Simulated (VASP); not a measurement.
# CdS in VASP: further runs

The runs below take CdS through electric field gradients, with PBEsol.

All numbers are computed with VASP 6.6.1; they aren't measurements. Logs are shortened: lines on timing, memory, paths and dates and some standing lists are left out, and cuts for length are marked.

## (1) The cell of the first run

It takes space group P6_3mc (No. 186, hexagonal). Conventional cell: a = 4.217 Å, b = 4.217 Å, c = 6.749 Å, α = 90.00°, β = 90.00°, γ = 120.00°. Cd (site symmetry 3m) has 4 S at 2.56 to 2.60 Å within 3.4 Å. S (site symmetry 3m) has 4 Cd at 2.56 to 2.60 Å within 3.4 Å.

## (2) Electric field gradients, PBEsol (equal xx and yy strain of +2 %)

The input, INCAR:

```
SYSTEM = CdS
PREC = Accurate ; ENCUT = 520
EDIFF = 1E-8 ; ISMEAR = -1
SIGMA = 0.01 ; LREAL = .FALSE.
LASPH = .TRUE. ; NELM = 100
ALGO = Normal ; ISIF = 2
LWAVE = .FALSE. ; LCHARG = .FALSE.
GGA = PS ; LEFG = .TRUE.
NBANDS = 26
```

The input, KPOINTS:

```
Automatic mesh
0
G
  7 7 4
  0 0 0
```

The input, POSCAR:

```
CdS
1.0
    4.2174951875      0.0000000000      0.0000000000
   -2.1087475937      3.6524579727      0.0000000000
    0.0000000000      0.0000000000      6.7490000000
Cd S
2 2
Direct
    0.3333333333      0.6666666667      0.0000000000
    0.6666666667      0.3333333333      0.5000000000
    0.3333333333      0.6666666667      0.3850000000
    0.6666666667      0.3333333333      0.8850000000
```

Potentials or basis: VASP PAW PBE potentials, release 64 (Cd, S).

Launch:

```
$ cat potpaw_PBE.64/Cd/POTCAR potpaw_PBE.64/S/POTCAR > POTCAR
$ mpirun -np 1 vasp_std > vasp.out
```

OUTCAR:

```text
SYSTEM = CdS
   PREC = Accurate
   ENCUT = 520
   EDIFF = 1E-8
   ISMEAR = -1
   LREAL = .FALSE.
   LASPH = .TRUE.
   NELM = 100
   ISIF = 2
   GGA = PS

 ion  position               nearest neighbor table
   1  0.333  0.667  0.000-   4 2.56   4 2.56   4 2.56   3 2.60
   2  0.667  0.333  0.500-   3 2.56   3 2.56   3 2.56   4 2.60
   3  0.333  0.667  0.385-   2 2.56   2 2.56   2 2.56   1 2.60
   4  0.667  0.333  0.885-   1 2.56   1 2.56   1 2.56   2 2.60

  LATTYP: Found a hexagonal cell.
 ALAT       =     4.2174951875
 C/A-ratio  =     1.6002389333

  Lattice vectors:

 A1 = (   4.2174951875,   0.0000000000,   0.0000000000)
 A2 = (  -2.1087475937,   3.6524579727,   0.0000000000)
 A3 = (   0.0000000000,   0.0000000000,   6.7490000000)

Analysis of symmetry for initial positions (statically):
=====================================================================
 Subroutine PRICEL returns:
 Original cell was already a primitive cell.

 Routine SETGRP: Setting up the symmetry group for a
 hexagonal supercell.

 Subroutine GETGRP returns: Found 12 space group operations
 (whereof  6 operations were pure point group operations)
 out of a pool of 24 trial point group operations.

The static configuration has the point symmetry C_3v.
 The point group associated with its full space group is C_6v.

Analysis of symmetry for dynamics (positions and initial velocities):
=====================================================================
 Subroutine PRICEL returns:
 Original cell was already a primitive cell.

 Routine SETGRP: Setting up the symmetry group for a
 hexagonal supercell.

 Subroutine GETGRP returns: Found 12 space group operations
 (whereof  6 operations were pure point group operations)
 out of a pool of 24 trial point group operations.

The dynamic configuration has the point symmetry C_3v.
 The point group associated with its full space group is C_6v.

 Subroutine INISYM returns: Found 12 space group operations
 (whereof  6 operations are pure point group operations),
 and found     1 'primitive' translations

----------------------------------------------------------------------------------------

                                     Primitive cell
[... 138 lines left out ...]
  free energy    TOTEN  =       -13.59083742 eV

  energy without entropy =      -13.59083742  energy(sigma->0) =      -13.59083742

 E-fermi :   1.0739     XC(G=0):  -9.1510

 val. band max:        0.8207025017   @ k =   0.0000   0.0000   0.0000
 cond. band min:       1.8151826281   @ k =   0.0000   0.0000   0.0000
 fundamental gap:      0.9944801263
 Fermi energy:         1.0738661039

 k-point     1 :       0.0000    0.0000    0.0000
  band No.  band energies     occupation
      1     -11.2869      2.00000
      2     -10.8812      2.00000
      3      -6.7338      2.00000
      4      -6.7338      2.00000
      5      -6.6928      2.00000
      6      -6.6662      2.00000
[... 685 lines left out ...]
     25       9.3197      0.00000
     26       9.3197      0.00000

------------------------ aborting loop because EDIFF is reached ----------------------------------------

  FORCE on cell =-STRESS in cart. coord.  units (eV):
  Direction    XX          YY          ZZ          XY          YZ          ZX
  --------------------------------------------------------------------------------------
  -------------------------------------------------------------------------------------
  Total       -1.5815055     -1.5815055     -1.5979313     -0.0000000      0.0000000      0.0000000
  in kB      -24.3726100    -24.3726100    -24.6257476     -0.0000000      0.0000000      0.0000000
  external PRESSURE =     -24.4569892 kB  Pullay stress =       0.0000000 kB

 VOLUME and BASIS-vectors are now :
 -----------------------------------------------------------------------------
  energy-cutoff  :      520.00
  volume of cell :      103.96
      direct lattice vectors                 reciprocal lattice vectors
     4.217495187  0.000000000  0.000000000     0.237107562  0.136894115  0.000000000
    -2.108747594  3.652457973  0.000000000     0.000000000  0.273788229  0.000000000
     0.000000000  0.000000000  6.749000000     0.000000000  0.000000000  0.148170099

 POSITION                                       TOTAL-FORCE (eV/Angst)
 -----------------------------------------------------------------------------------
     -0.00000      2.43497      0.00000        -0.000000     -0.000000      0.123275
      2.10875      1.21749      3.37450         0.000000      0.000000      0.123275
     -0.00000      2.43497      2.59836        -0.000000     -0.000000     -0.123275
      2.10875      1.21749      5.97286         0.000000      0.000000     -0.123275
 -----------------------------------------------------------------------------------
    total drift:                               -0.000000     -0.000000     -0.000502

  FREE ENERGIE OF THE ION-ELECTRON SYSTEM (eV)
  ---------------------------------------------------
  free  energy   TOTEN  =       -13.5908374230 eV

  energy  without entropy=      -13.5908374230  energy(sigma->0) =      -13.59083742

 Electric field gradients (V/A^2)
---------------------------------------------------------------------
 ion       V_xx      V_yy      V_zz      V_xy      V_xz      V_yz
---------------------------------------------------------------------
   1      -9.451    -9.450    18.901     0.001     0.000    -0.000
   2      -9.451    -9.450    18.901     0.001    -0.000     0.000
   3       4.560     4.560    -9.120     0.000    -0.000     0.000
   4       4.560     4.560    -9.120     0.000     0.000    -0.000
---------------------------------------------------------------------

 Electric field gradients after diagonalization (V/A^2)
 (convention: |V_zz| > |V_xx| > |V_yy|)
----------------------------------------------------------------------
 ion       V_xx      V_yy      V_zz     asymmetry (V_yy - V_xx)/ V_zz
----------------------------------------------------------------------
   1      -9.452    -9.449    18.901       0.000
   2      -9.452    -9.449    18.901       0.000
   3       4.560     4.560    -9.120       0.000
   4       4.560     4.560    -9.120       0.000
----------------------------------------------------------------------

           NMR quadrupolar parameters

 Cq : quadrupolar parameter    Cq=e*Q*V_zz/h
 eta: asymmetry parameters     (V_yy - V_xx)/ V_zz
 Q  : nuclear electric quadrupole moment in mb (millibarn)
----------------------------------------------------------------------
 ion       Cq(MHz)       eta       Q (mb)
----------------------------------------------------------------------
   1       0.046       0.000       1.000
   2       0.046       0.000       1.000
   3      -0.022       0.000       1.000
   4      -0.022       0.000       1.000
----------------------------------------------------------------------
```

OSZICAR:

```text
N       E                     dE             d eps       ncg     rms          rms(c)
DAV:   1     0.244762089761E+03    0.24476E+03   -0.17218E+04  1248   0.126E+03
DAV:   2    -0.698576562383E+00   -0.24546E+03   -0.23656E+03  1364   0.315E+02
DAV:   3    -0.144470714331E+02   -0.13748E+02   -0.13661E+02  1490   0.746E+01
[... 11 lines left out ...]
DAV:  15    -0.135908374816E+02    0.37886E-07   -0.18709E-07  1468   0.272E-03    0.389E-03
DAV:  16    -0.135908373903E+02    0.91329E-07   -0.68988E-08  1410   0.207E-03    0.101E-03
DAV:  17    -0.135908374047E+02   -0.14365E-07   -0.16184E-09   674   0.253E-04    0.508E-04
DAV:  18    -0.135908374167E+02   -0.12077E-07   -0.14014E-09   656   0.240E-04    0.239E-04
DAV:  19    -0.135908374230E+02   -0.63151E-08   -0.70814E-10   646   0.137E-04
   1 F= -.13590837E+02 E0= -.13590837E+02  d E =-.328966E-13
```

Run time: 70 s. Hardware: 1 thread of AMD EPYC 7R13 (Zen 3), shared host; peak memory 0.21 GiB.

Results:

```yaml
Free_energy: -13.5908 eV
Pressure: -2.4 GPa
Largest_force: 0.123 eV/Å
Band_gap_on_the_k_mesh: 0.99 eV
Largest_electric_field_gradient_by_atom: Cd +18.9; S -9.1 V/Å²
```

Forces in eV/Å, atoms in the order of the input:
```
Cd   0.000  0.000  0.123
Cd   0.000  0.000  0.123
S    0.000  0.000 -0.123
S    0.000  0.000 -0.123
```

Levels at points of the mesh, in eV from the valence-band top:
```csv
k point,band 15,band 16,band 17,band 18,band 19,band 20,band 21,band 22
"(0.00, 0.00, 0.00)",-0.73,-0.02,-0.02,0.00,0.99,2.46,6.31,6.31
"(0.00, 0.00, 0.50)",-0.39,-0.39,-0.39,-0.39,2.60,2.60,6.03,6.03
```

Electric field gradients, principal values (V/Å²):
```
atom   least  middle  greatest (by size)
1 Cd  -9.449  -9.452              18.901
2 Cd  -9.449  -9.452              18.901
 3 S   4.560   4.560              -9.120
 4 S   4.560   4.560              -9.120
```

Caveat: the cell differs from its parent crystal (equal xx and yy strain of +2 %); without QUAD_EFG the Cq values of the log hold for a quadrupole moment of 1 mb, not for the nuclei; the PAW data sets were made with another functional, which shifts forces and pressure a little.

## (3) Electric field gradients, PBEsol (equal xy, yz and zx shear strains of +1 %)

The input, INCAR:

```
SYSTEM = CdS
  PREC = Accurate
  ENCUT = 520
  EDIFF = 1E-8
  ISMEAR = -1
  SIGMA = 0.01
  LREAL = .False.
  LASPH = .True.
  NELM = 80
  ALGO = Normal
  ISIF = 2
  LWAVE = .False.
  LCHARG = .False.
  GGA = PS
  LEFG = .True.
  NBANDS = 26
```

The input, KPOINTS:

```
regular mesh
0
Gamma
  7 7 4
  0 0 0
```

The input, POSCAR:

```
CdS
1.0
    4.1347992034      0.0206739960      0.0206739960
   -2.0494953960      3.5705041517      0.0075672077
    0.0337450000      0.0337450000      6.7490000000
Cd S
2 2
Direct
    0.3333333333      0.6666666667      0.0000000000
    0.6666666667      0.3333333333      0.5000000000
    0.3333333333      0.6666666667      0.3850000000
    0.6666666667      0.3333333333      0.8850000000
```

Potentials or basis: VASP PAW PBE potentials, release 64 (Cd, S).

Launch:

```
$ cat potpaw_PBE.64/Cd/POTCAR potpaw_PBE.64/S/POTCAR > POTCAR
$ mpirun -np 1 vasp_std > vasp.out
```

OUTCAR:

```text
SYSTEM = CdS
   PREC = Accurate
   ENCUT = 520
   EDIFF = 1E-8
   ISMEAR = -1
   LREAL = .False.
   LASPH = .True.
   NELM = 80
   ISIF = 2
   GGA = PS

 ion  position               nearest neighbor table
   1  0.333  0.667  0.000-   4 2.50   4 2.50   4 2.53   3 2.60
   2  0.667  0.333  0.500-   3 2.50   3 2.51   3 2.52   4 2.60
   3  0.333  0.667  0.385-   2 2.50   2 2.51   2 2.52   1 2.60
   4  0.667  0.333  0.885-   1 2.50   1 2.50   1 2.53   2 2.60

  LATTYP: Found a triclinic cell.
 ALAT       =     4.1528123029
 B/A-ratio  =     0.9913558883
 C/A-ratio  =     1.6252043749
 COS(alpha) =     0.0036852528
[... 927 lines left out ...]
 ion       V_xx      V_yy      V_zz      V_xy      V_xz      V_yz
---------------------------------------------------------------------
   1     -14.070   -21.262    35.332     6.744     3.543    -0.022
   2     -21.253   -14.001    35.254    -0.478    -3.544     0.020
   3       3.601     2.978    -6.579     1.667     2.133     1.449
   4       3.004     3.557    -6.561     1.079     0.763     1.446
---------------------------------------------------------------------

 Electric field gradients after diagonalization (V/A^2)
 (convention: |V_zz| > |V_xx| > |V_yy|)
----------------------------------------------------------------------
 ion       V_xx      V_yy      V_zz     asymmetry (V_yy - V_xx)/ V_zz
----------------------------------------------------------------------
   1     -25.366   -10.224    35.589       0.425
   2     -21.505   -13.971    35.476       0.212
   3       5.530     1.600    -7.130       0.551
   4       4.627     2.175    -6.801       0.360
----------------------------------------------------------------------

           NMR quadrupolar parameters

 Cq : quadrupolar parameter    Cq=e*Q*V_zz/h
 eta: asymmetry parameters     (V_yy - V_xx)/ V_zz
 Q  : nuclear electric quadrupole moment in mb (millibarn)
----------------------------------------------------------------------
 ion       Cq(MHz)       eta       Q (mb)
----------------------------------------------------------------------
   1       0.086       0.425       1.000
   2       0.086       0.212       1.000
   3      -0.017       0.551       1.000
   4      -0.016       0.360       1.000
----------------------------------------------------------------------
```

stdout:

```text
POSCAR found type information on POSCAR CdS
 POSCAR found :  2 types and       4 ions
 scaLAPACK will be used
 -----------------------------------------------------------------------------
|                                                                             |
|                                                                             |
|     You enforced a specific xc type in the INCAR file but a different       |
|     I HOPE YOU KNOW WHAT YOU ARE DOING!                                     |
|                                                                             |
 -----------------------------------------------------------------------------

 LDA part: xc-table for (Slater+PW92), standard interpolation
 POSCAR, INCAR and KPOINTS ok, starting setup
 FFT: planning ... GRIDC
 FFT: planning ... GRID_SOFT
 FFT: planning ... GRID
 WAVECAR not read
 entering main loop
ion   1
     0.0000561     0.0579080     0.0082362     0.3645568     0.0334623     0.0258843
     0.0000772     0.0579080     0.0082362     0.3645568     0.0334623     0.0258843
     0.0001064     0.0579080     0.0082362     0.3645568     0.0334623     0.0258843
     0.0001465     0.0579080     0.0082362     0.3645568     0.0334623     0.0258843
[... 34 lines left out ...]
     0.0000369    -1.0409470    -1.3481510     5.1450943    -0.7327783     0.2386213
     0.0000508    -1.0409453    -1.3481487     5.1450850    -0.7327771     0.2386208
     0.0000700    -1.0409424    -1.3481448     5.1450695    -0.7327751     0.2386200
     0.0000964    -1.0409377    -1.3481384     5.1450441    -0.7327717     0.2386188
```

Run time: 3.8 min. Hardware: 1 thread of Intel Xeon 8259CL, shared host; peak memory 0.36 GiB.

Results:

- Free energy: -13.6130 eV
- Pressure: -0.2 GPa
- Largest force: 0.282 eV/Å
- Band gap on the k mesh: 1.07 eV
- Largest electric field gradient by atom: Cd +35.6, +35.5; S -7.1, -6.8 V/Å²

Forces on the atoms (eV/Å):
```
Cd  -0.099 -0.037  0.256
Cd   0.022 -0.039  0.255
S   -0.033  0.039 -0.254
S    0.110  0.037 -0.257
```

Levels at points of the mesh, in eV from the valence-band top:
```
           k point  band 16  band 17  band 18  band 19  band 20  band 21
(0.00, 0.00, 0.00)    -0.07    -0.02     0.00     1.07     2.59     6.33
(0.00, 0.00, 0.50)    -0.39    -0.37    -0.36     2.69     2.70     5.99
```

Electric field gradients, principal values (V/Å²):
```csv
atom,least,middle,greatest (by size)
1 Cd,-10.224,-25.366,35.589
2 Cd,-13.971,-21.505,35.476
3 S,1.600,5.530,-7.130
4 S,2.175,4.627,-6.801
```

Caveat: the cell differs from its parent crystal (equal xy, yz and zx shear strains of +1 %); without QUAD_EFG the Cq values of the log hold for a quadrupole moment of 1 mb, not for the nuclei; the PAW data sets were made with another functional, which shifts forces and pressure a little.

(Part 1 of 2 ends here.)
